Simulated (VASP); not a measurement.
# FeO2 (R-3m) in VASP: single point with LDA+U

Aim: the single point of FeO2 with LDA+U.

Everything below comes from runs of VASP 6.6.1. Logs are shortened: lines on timing, memory, paths and dates and some standing lists are left out, and cuts for length are marked.

## 1. The cell of the first run

It takes space group R-3m (No. 166, trigonal). Conventional cell: a = 2.917 Å, b = 2.917 Å, c = 13.227 Å, α = 90.00°, β = 90.00°, γ = 120.00°. Fe (site symmetry -3m) has 6 O at 2.00 Å within 2.6 Å. O (site symmetry 3m) has 3 Fe at 2.00 Å within 2.6 Å.

## 2. Single point, LDA+U, collinear spin, antiferromagnetic start

Contents of INCAR:

```
PREC     = Accurate       # precision mode
ENCUT    = 520            # plane-wave cutoff, eV
EDIFF    = 1E-6           # SCF threshold, eV
ISMEAR   = 0              # smearing method
SIGMA    = 0.05           # smearing width, eV
LREAL    = False          # projectors in reciprocal space
LASPH    = True           # aspherical terms in the spheres
NELM     = 150            # most SCF steps
ALGO     = Normal         # electronic algorithm
ISIF     = 2              # what is computed and relaxed
LWAVE    = False          # write WAVECAR
LCHARG   = False          # write CHGCAR
ISPIN    = 2              # spin polarisation
MAGMOM   = 4 -4 0 0 0 0   # initial moments
LORBIT   = 11             # projections on sites
LMAXMIX  = 4              # l up to which the mixer works
LDAU     = True           # DFT+U
LDAUTYPE = 1            
LDAUL    = 2 -1           # shell
LDAUU    = 5 0            # U, eV
LDAUJ    = 0.5 0        
LDAUPRINT= 1            
NBANDS   = 33             # bands
```

Contents of KPOINTS:

```
regular mesh
0
Gamma
  8 8 8
```

Contents of POSCAR:

```
FeO2
1.0
    1.4582520400     -0.8419222100      8.8176902600
   -1.4582520400     -0.8419222100      8.8176902600
    0.0000000000     -3.3676888400      8.8176902600
Fe O
2 4
Direct
    0.0000000000      0.0000000000      0.0000000000
    0.0000000000      0.0000000000      0.5000000000
    0.2520000000      0.2520000000      0.8740000000
    0.7480000000      0.7480000000      0.6260000000
    0.2520000000      0.2520000000      0.3740000000
    0.7480000000      0.7480000000      0.1260000000
```

Potentials or basis: VASP PAW LDA potentials, release 64 (Fe, O).

Started as:

```
cat potpaw_LDA.64/Fe/POTCAR potpaw_LDA.64/O/POTCAR > POTCAR
mpirun -np 1 vasp_std > vasp.out
```

OUTCAR:

```text
PREC = Accurate
   ENCUT = 520
   EDIFF = 1E-6
   ISMEAR = 0
   LREAL = False
   LASPH = True
   NELM = 150
   ISIF = 2
   ISPIN = 2
   LORBIT = 11

 ion  position               nearest neighbor table
   1  0.000  0.000  0.000-   4 2.00   4 2.00   5 2.00   5 2.00   4 2.00   5 2.00
   2  0.000  0.000  0.500-   6 2.00   6 2.00   3 2.00   3 2.00   6 2.00   3 2.00
   3  0.252  0.252  0.874-   2 2.00   2 2.00   2 2.00
   4  0.748  0.748  0.626-   1 2.00   1 2.00   1 2.00
   5  0.252  0.252  0.374-   1 2.00   1 2.00   1 2.00
   6  0.748  0.748  0.126-   2 2.00   2 2.00   2 2.00

  LATTYP: Found a trigonal (rhomboedric) cell.
 ALAT       =     8.9770258745
 COS(alpha) =     0.9472247586

  Lattice vectors:

 A1 = (   0.0000000000,   1.6838444200,   8.8176902600)
 A2 = (  -1.4582520400,  -0.8419222100,   8.8176902600)
 A3 = (   1.4582520400,  -0.8419222100,   8.8176902600)

Analysis of symmetry for initial positions (statically):
=====================================================================
 Subroutine PRICEL returns following result:

  LATTYP: Found a trigonal (rhomboedric) cell.
 ALAT       =     4.7194541422
 COS(alpha) =     0.8090535267
[... 12 lines left out ...]
 Subroutine GETGRP returns: Found 12 space group operations
 (whereof 12 operations were pure point group operations)
 out of a pool of 12 trial point group operations.

The static configuration has the point symmetry D_3d.

Analysis of symmetry for dynamics (positions and initial velocities):
=====================================================================
 Subroutine PRICEL returns following result:

  LATTYP: Found a trigonal (rhomboedric) cell.
 ALAT       =     4.7194541422
 COS(alpha) =     0.8090535267
[... 12 lines left out ...]
 Subroutine GETGRP returns: Found 12 space group operations
 (whereof 12 operations were pure point group operations)
 out of a pool of 12 trial point group operations.

The dynamic configuration has the point symmetry D_3d.

Analysis of structural, dynamic, and magnetic symmetry:
=====================================================================
 Subroutine PRICEL returns following result:

  LATTYP: Found a trigonal (rhomboedric) cell.
 ALAT       =     4.7194541422
 COS(alpha) =     0.8090535267
[... 12 lines left out ...]
 Subroutine GETGRP returns: Found 12 space group operations
 (whereof 12 operations were pure point group operations)
 out of a pool of 12 trial point group operations.

The overall configuration has the point symmetry D_3d.

 Subroutine INISYM returns: Found 12 space group operations
 (whereof 12 operations are pure point group operations),
 and found     2 'primitive' translations

----------------------------------------------------------------------------------------

                                     Primitive cell

  volume of cell :      32.4774

  direct lattice vectors                    reciprocal lattice vectors
    -1.458252040  0.841922210  4.408845130    -0.342876256  0.197959698  0.075605589
     0.000000000 -1.683844420  4.408845130     0.000000000 -0.395919397  0.075605589
     1.458252040  0.841922210  4.408845130     0.342876256  0.197959698  0.075605589

  length of vectors
     4.719454142  4.719454143  4.719454142     0.403073659  0.403073658  0.403073659

  position of ions in fractional coordinates (direct lattice)
     0.000000000  0.000000000  0.000000000
     0.252000000  0.252000000  0.252000000
     0.748000000  0.748000000  0.748000000

  ion indices of the primitive-cell ions
   primitive index   ion index
                 1           1
                 2           3
                 3           6

----------------------------------------------------------------------------------------

 KPOINTS: regular mesh

Automatic generation of k-mesh.
 Grid dimensions read from file:
 generate k-points for:    8    8    8

 Generating k-lattice:

[... 107 lines left out ...]

 onsite density matrix

spin component  1

  0.9710 -0.0000  0.0000 -0.0182 -0.0000
 -0.0000  0.9528 -0.0000  0.0000 -0.0182
  0.0000 -0.0000  0.9832  0.0000  0.0000
 -0.0182  0.0000  0.0000  0.9528 -0.0000
 -0.0000 -0.0182  0.0000 -0.0000  0.9710

spin component  2

  0.2188  0.0000 -0.0000  0.1461  0.0000
  0.0000  0.2663  0.0000  0.0000  0.1461
 -0.0000  0.0000  0.0923 -0.0000  0.0000
  0.1461  0.0000 -0.0000  0.2663 -0.0000
  0.0000  0.1461  0.0000 -0.0000  0.2188

 occupancies and eigenvectors

  o =  0.0923  v =  0.0000  0.0000  0.0000  0.0000  0.0000  0.0000 -0.0000 -1.0000 -0.0000  0.0000      0.0000  0.0000  0.0000  0.0000  0.0000  0.0000  0.0000  0.0000  0.0000  0.0000
  o =  0.0945  v =  0.0000  0.0000  0.0000  0.0000  0.0000 -0.7617 -0.0000  0.0000  0.6479  0.0000      0.0000  0.0000  0.0000  0.0000  0.0000  0.0000  0.0000  0.0000  0.0000  0.0000
  o =  0.0945  v =  0.0000  0.0000  0.0000  0.0000  0.0000 -0.0000  0.6479 -0.0000  0.0000 -0.7617      0.0000  0.0000  0.0000  0.0000  0.0000  0.0000  0.0000  0.0000  0.0000  0.0000
  o =  0.3906  v =  0.0000  0.0000  0.0000  0.0000  0.0000 -0.6479  0.0000  0.0000 -0.7617  0.0000      0.0000  0.0000  0.0000  0.0000  0.0000  0.0000  0.0000  0.0000  0.0000  0.0000
  o =  0.3906  v =  0.0000  0.0000  0.0000  0.0000  0.0000 -0.0000 -0.7617 -0.0000 -0.0000 -0.6479      0.0000  0.0000  0.0000  0.0000  0.0000  0.0000  0.0000  0.0000  0.0000  0.0000
  o =  0.9415  v = -0.5261  0.0000 -0.0000 -0.8504  0.0000  0.0000  0.0000  0.0000  0.0000  0.0000      0.0000  0.0000  0.0000  0.0000  0.0000  0.0000  0.0000  0.0000  0.0000  0.0000
  o =  0.9415  v = -0.0000 -0.8504  0.0000 -0.0000 -0.5261  0.0000  0.0000  0.0000  0.0000  0.0000      0.0000  0.0000  0.0000  0.0000  0.0000  0.0000  0.0000  0.0000  0.0000  0.0000
  o =  0.9823  v =  0.8504  0.0000  0.0000 -0.5261 -0.0000  0.0000  0.0000  0.0000  0.0000  0.0000      0.0000  0.0000  0.0000  0.0000  0.0000  0.0000  0.0000  0.0000  0.0000  0.0000
  o =  0.9823  v =  0.0000 -0.5261 -0.0000 -0.0000  0.8504  0.0000  0.0000  0.0000  0.0000  0.0000      0.0000  0.0000  0.0000  0.0000  0.0000  0.0000  0.0000  0.0000  0.0000  0.0000
  o =  0.9832  v = -0.0000 -0.0000  1.0000  0.0000  0.0000  0.0000  0.0000  0.0000  0.0000  0.0000      0.0000  0.0000  0.0000  0.0000  0.0000  0.0000  0.0000  0.0000  0.0000  0.0000

atom =   2  type =  1  l = 2

 onsite density matrix

spin component  1

  0.2188  0.0000  0.0000  0.1461 -0.0000
  0.0000  0.2663  0.0000  0.0000  0.1461
  0.0000  0.0000  0.0923 -0.0000  0.0000
  0.1461  0.0000 -0.0000  0.2663 -0.0000
 -0.0000  0.1461  0.0000 -0.0000  0.2188

spin component  2

  0.9710  0.0000  0.0000 -0.0182 -0.0000
  0.0000  0.9528 -0.0000  0.0000 -0.0182
  0.0000 -0.0000  0.9832  0.0000  0.0000
 -0.0182  0.0000  0.0000  0.9528  0.0000
 -0.0000 -0.0182  0.0000  0.0000  0.9710

 occupancies and eigenvectors

  o =  0.0923  v =  0.0000 -0.0000 -1.0000 -0.0000  0.0000  0.0000  0.0000  0.0000  0.0000  0.0000      0.0000  0.0000  0.0000  0.0000  0.0000  0.0000  0.0000  0.0000  0.0000  0.0000
  o =  0.0945  v = -0.7617 -0.0000  0.0000  0.6479  0.0000  0.0000  0.0000  0.0000  0.0000  0.0000      0.0000  0.0000  0.0000  0.0000  0.0000  0.0000  0.0000  0.0000  0.0000  0.0000
  o =  0.0945  v = -0.0000  0.6479 -0.0000  0.0000 -0.7617  0.0000  0.0000  0.0000  0.0000  0.0000      0.0000  0.0000  0.0000  0.0000  0.0000  0.0000  0.0000  0.0000  0.0000  0.0000
  o =  0.3906  v = -0.6479  0.0000  0.0000 -0.7617  0.0000  0.0000  0.0000  0.0000  0.0000  0.0000      0.0000  0.0000  0.0000  0.0000  0.0000  0.0000  0.0000  0.0000  0.0000  0.0000
  o =  0.3906  v = -0.0000 -0.7617 -0.0000 -0.0000 -0.6479  0.0000  0.0000  0.0000  0.0000  0.0000      0.0000  0.0000  0.0000  0.0000  0.0000  0.0000  0.0000  0.0000  0.0000  0.0000
  o =  0.9415  v =  0.0000  0.0000  0.0000  0.0000  0.0000  0.5261 -0.0000  0.0000  0.8504 -0.0000      0.0000  0.0000  0.0000  0.0000  0.0000  0.0000  0.0000  0.0000  0.0000  0.0000
  o =  0.9415  v =  0.0000  0.0000  0.0000  0.0000  0.0000 -0.0000 -0.8504  0.0000 -0.0000 -0.5261      0.0000  0.0000  0.0000  0.0000  0.0000  0.0000  0.0000  0.0000  0.0000  0.0000
  o =  0.9823  v =  0.0000  0.0000  0.0000  0.0000  0.0000  0.8504  0.0000  0.0000 -0.5261 -0.0000      0.0000  0.0000  0.0000  0.0000  0.0000  0.0000  0.0000  0.0000  0.0000  0.0000
  o =  0.9823  v =  0.0000  0.0000  0.0000  0.0000  0.0000 -0.0000  0.5261  0.0000  0.0000 -0.8504      0.0000  0.0000  0.0000  0.0000  0.0000  0.0000  0.0000  0.0000  0.0000  0.0000
  o =  0.9832  v =  0.0000  0.0000  0.0000  0.0000  0.0000 -0.0000 -0.0000  1.0000  0.0000  0.0000      0.0000  0.0000  0.0000  0.0000  0.0000  0.0000  0.0000  0.0000  0.0000  0.0000

 number of electron      40.0000004 magnetization      -0.0000000

 Free energy of the ion-electron system (eV)
  ---------------------------------------------------
  ext. energy  EPLUGINS =         0.00000000
  ---------------------------------------------------
  free energy    TOTEN  =       -40.24918769 eV

  energy without entropy =      -40.23764071  energy(sigma->0) =      -40.24341420

 E-fermi :   1.7056     XC(G=0): -11.5011

 val. band max:        1.7012081976   @ k =  -0.2500   0.2500   0.0000
 cond. band min:       1.7074335240   @ k =  -0.1250   0.3750   0.1250
 fundamental gap:      0.0062253264
 Fermi energy:         1.7055765368

 spin component 1

 k-point     1 :       0.0000    0.0000    0.0000
  band No.  band energies     occupation
      1     -16.7581      1.00000
      2     -16.3174      1.00000
      3     -15.2863      1.00000
      4     -14.7398      1.00000
      5      -5.8383      1.00000
      6      -5.6130      1.00000
[... 1673 lines left out ...]
     31      16.9672      0.00000
     32      17.4671      0.00000

 [... further k-points ...]

 [bands above 32 left out]

------------------------ aborting loop because EDIFF is reached ----------------------------------------

  FORCE on cell =-STRESS in cart. coord.  units (eV):
  Direction    XX          YY          ZZ          XY          YZ          ZX
  --------------------------------------------------------------------------------------
  -------------------------------------------------------------------------------------
  Total       -5.8394999     -5.8394999     -8.1437799     -0.0000000      0.0000000      0.0000000
  in kB     -144.0375046   -144.0375054   -200.8750321     -0.0000000      0.0000000      0.0000000
  external PRESSURE =    -162.9833474 kB  Pullay stress =       0.0000000 kB

 VOLUME and BASIS-vectors are now :
 -----------------------------------------------------------------------------
  energy-cutoff  :      520.00
  volume of cell :       64.95
      direct lattice vectors                 reciprocal lattice vectors
     1.458252040 -0.841922210  8.817690260     0.342876256  0.197959698  0.075605589
    -1.458252040 -0.841922210  8.817690260    -0.342876256  0.197959698  0.075605589
     0.000000000 -3.367688840  8.817690260     0.000000000 -0.395919397 -0.037802795

 POSITION                                       TOTAL-FORCE (eV/Angst)
 -----------------------------------------------------------------------------------
      0.00000      0.00000      0.00000         0.000000     -0.000000     -0.000000
      0.00000     -1.68384      4.40885         0.000000     -0.000000     -0.000000
      0.00000     -3.36769     12.15078         0.000000     -0.000000      1.996660
      0.00000     -3.36769     18.71114         0.000000      0.000000     -1.996660
      0.00000     -1.68384      7.74193         0.000000     -0.000000      1.996660
      0.00000     -1.68384     14.30229         0.000000      0.000000     -1.996660
 -----------------------------------------------------------------------------------
    total drift:                                0.000000      0.000000     -0.000000

  FREE ENERGIE OF THE ION-ELECTRON SYSTEM (eV)
  ---------------------------------------------------
  free  energy   TOTEN  =       -40.2491876864 eV

  energy  without entropy=      -40.2376407142  energy(sigma->0) =      -40.24341420

 total charge

# of ion       s       p       d       tot
------------------------------------------
    1        0.412   0.620   5.867   6.899
    2        0.412   0.620   5.867   6.899
    3        1.580   3.293   0.000   4.873
    4        1.580   3.293   0.000   4.873
    5        1.580   3.293   0.000   4.873
    6        1.580   3.293   0.000   4.873
--------------------------------------------------
tot          7.145  14.413  11.733  33.291

 magnetization (x)

# of ion       s       p       d       tot
------------------------------------------
    1        0.025   0.033   3.764   3.822
    2       -0.025  -0.033  -3.764  -3.822
    3       -0.008  -0.058   0.000  -0.066
    4        0.008   0.058   0.000   0.066
    5        0.008   0.058   0.000   0.066
    6       -0.008  -0.058   0.000  -0.066
--------------------------------------------------
tot          0.000  -0.000   0.000  -0.000
```

It took 66 min on 1 thread of Intel Xeon Platinum 8259CL at 2.50GHz (Skylake/Cascade Lake), shared host; peak memory 0.66 GiB.

What came out:

```
Free energy                                           : -40.2492 eV
Pressure                                              : -16.3 GPa
Largest force                                         : 1.997 eV/Å
Band gap on the k mesh                                : zero (filled and empty bands overlap)
Net moment                                            : 0.00 μB per cell
Site moments                                          : Fe +3.82, -3.82; O -0.07, +0.07 μB
Valence electrons inside the program's atomic spheres : Fe 6.90; O 4.87
```

Forces in eV/Å, atoms in the order of the input:
```
Fe   0.000  0.000  0.000
Fe   0.000  0.000  0.000
O    0.000  0.000  1.997
O    0.000  0.000 -1.997
O    0.000  0.000  1.997
O    0.000  0.000 -1.997
```

Levels at points of the mesh, in eV from the Fermi level:
Spin up:
| k point | band 16 | band 17 | band 18 | band 19 | band 20 | band 21 | band 22 | band 23 | band 24 | band 25 |
| --- | --- | --- | --- | --- | --- | --- | --- | --- | --- | --- |
| (0.00, 0.00, 0.00) | -1.11 | -0.90 | -0.90 | -0.22 | 0.45 | 0.45 | 1.23 | 1.23 | 2.17 | 3.03 |
| (0.50, 0.00, 0.00) | -2.40 | -2.09 | -2.04 | -1.48 | 0.02 | 0.32 | 1.14 | 1.80 | 2.15 | 2.85 |
| (0.00, 0.00, 0.50) | -2.30 | -2.14 | -1.92 | -1.66 | 0.03 | 0.33 | 1.13 | 1.80 | 2.14 | 2.83 |
| (0.50, 0.50, 0.50) | -1.07 | -0.95 | -0.95 | -0.85 | 0.46 | 0.46 | 1.23 | 1.23 | 2.18 | 3.03 |
Spin down:
```tsv
k point	band 16	band 17	band 18	band 19	band 20	band 21	band 22	band 23	band 24	band 25
(0.00, 0.00, 0.00)	-1.11	-0.90	-0.90	-0.22	0.45	0.45	1.23	1.23	2.17	3.03
(0.50, 0.00, 0.00)	-2.40	-2.09	-2.04	-1.48	0.02	0.32	1.14	1.80	2.15	2.85
(0.00, 0.00, 0.50)	-2.30	-2.14	-1.92	-1.66	0.03	0.33	1.13	1.80	2.14	2.83
(0.50, 0.50, 0.50)	-1.07	-0.95	-0.95	-0.85	0.46	0.46	1.23	1.23	2.18	3.03
```

Eigenvalues of the final occupation matrices:
| site | spin | trace | eigenvalues |
| --- | --- | --- | --- |
| site 1 d | 1 | 4.83 | 0.94 0.94 0.98 0.98 0.98 |
| site 1 d | 2 | 1.06 | 0.09 0.09 0.09 0.39 0.39 |
| site 2 d | 1 | 1.06 | 0.09 0.09 0.09 0.39 0.39 |
| site 2 d | 2 | 4.83 | 0.94 0.94 0.98 0.98 0.98 |

Caveat: forces of over 1 eV/Å act on the atoms, so gaps and moduli don't describe the material at rest. The state reached can hang on the start; a lower one may exist.
